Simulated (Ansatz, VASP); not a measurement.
## Mg: VASP beside Ansatz

```
Mg
1.0
     0.00000    2.28978    2.28978
     2.28978    0.00000    2.28978
     2.28978    2.28978    0.00000
Mg
1
Direct
  0.00000 0.00000 0.00000
```

Alike in both runs: task single point; functional PBE; k mesh 16 × 16 × 16; occupations gaussian, width 0.1 eV; no spin polarisation.

|  | VASP | Ansatz |
| --- | --- | --- |
| version | VASP 6.6.1 | Ansatz 0.2.0 |
| potentials or method | VASP PAW PBE potentials, release 64 (Mg), cutoff 520 eV | scalar-relativistic, plane waves, PAW |
| valence electrons in the cell | 2 | 10 |

```csv
,VASP,Ansatz,Ansatz less VASP
gap on the k mesh at the Fermi level (eV),none,none,-
pressure (GPa),-1.4,-1.2,+0.12
```

A gap of «none» marks a metal or a gap that the smearing closes. VASP's potentials hold 2 valence electrons a cell and Ansatz's 10, so a difference there can come from the potentials and not from the codes.
